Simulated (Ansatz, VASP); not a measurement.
MoS2 in VASP and in Ansatz

```
CELL_PARAMETERS angstrom
3.20195 0.00000 0.00000
-1.60098 2.77297 0.00000
0.00000 0.00000 12.29370
ATOMIC_POSITIONS crystal
Mo 0.11107 0.66667 0.25000
Mo 0.88893 0.33333 0.75000
S 0.55408 0.66667 0.62050
S 0.44592 0.33333 0.12050
S 0.55408 0.66667 0.87950
S 0.44592 0.33333 0.37950
```

Change from the starting cell: mode 4 frozen in at -0.700 Å, equal normal strain along x, y and z +0.0167.

Alike in both runs: task single point; functional PBE; dispersion D3(BJ); k mesh 12 × 12 × 4; occupations gaussian, width 0.05 eV; no spin polarisation.

|  | VASP | Ansatz |
| --- | --- | --- |
| version | VASP 6.6.1 | Ansatz 0.2.0 |
| potentials or method | VASP PAW PBE potentials, release 64 (Mo_sv, S), cutoff 520 eV | scalar-relativistic, plane waves, PAW |
| valence electrons in the cell | 52 | 52 |

|  | VASP | Ansatz | Ansatz less VASP |
| --- | --- | --- | --- |
| gap on the k mesh at the Fermi level (eV) | 0.75 | 0.73 | -0.014 |
| least direct gap on the mesh (eV) | 1.64 | 1.64 | -0.003 |
| pressure (GPa) | -6.1 | -6.0 | +0.13 |
| traceless stress, the component that is largest in VASP (GPa) | -0.70 | -0.71 | -0.015 |
| rms of the force components (eV/Å) | 0.458 | 0.453 | -0.0053 |

Atom by atom the forces differ by 0.005 eV/Å (rms over components).
